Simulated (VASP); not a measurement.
Set up this calculation in VASP 6.6.1, as the native input.

```
Task                   : single point
Functional             : PBEsol
Dispersion             : D3(BJ)
Potentials or basis    : VASP PAW PBE potentials, release 64 (Hf_pv)
Cutoff                 : 520 eV
k mesh                 : 13 × 13 × 7
Occupations            : methfessel-paxton, width 0.1 eV
Spin                   : no spin polarisation
Dipole correction      : no
Further INCAR settings : ALGO = Normal; EDIFF = 1e-06; NBANDS = 17
```

The structure of Hf lies in POSCAR:

```
Hf
1.0
    3.1250753284      0.0000000000      0.0000000000
   -1.5625376642      2.7063946232      0.0000000000
    0.0000000000      0.0000000000      4.9592143116
Hf
2
Direct
    0.3333333333      0.6666666667      0.2500000000
    0.6666666667      0.3333333333      0.7500000000
```

The input as run:

INCAR

```
SYSTEM = Hf
PREC = Accurate ; ENCUT = 520
EDIFF = 1E-6 ; ISMEAR = 1
SIGMA = 0.1 ; LREAL = .FALSE.
LASPH = .TRUE. ; NELM = 100
ALGO = Normal ; ISIF = 2
LWAVE = .FALSE. ; LCHARG = .FALSE.
GGA = PS ; IVDW = 12
NBANDS = 17
```

KPOINTS

```
regular mesh
0
G
  13 13 7
  0 0 0
```

Potentials or basis: VASP PAW PBE potentials, release 64 (Hf_pv).

Command:

```bash
$ cat potpaw_PBE.64/Hf_pv/POTCAR > POTCAR
$ mpirun -np 1 vasp_std > vasp.out
```

Results of the run:

```json
{"Pressure": "-0.9 GPa", "Band gap on the k mesh": "zero (band 10 reaches 6.40 eV, above the bottom of band 11 at 4.86 eV)", "Dispersion energy per atom": "-0.547 eV"}
```

Caveat: three body term missing; the PAW data sets were made with another functional, which shifts forces and pressure a little; spin-orbit coupling is left out, which moves the levels of the heavy elements; pairwise dispersion overbinds metals, which lowers pressure and volume.

Wall time 57 s on 1 thread of Intel Xeon 8259CL (shared host), peak memory 0.2 GiB.
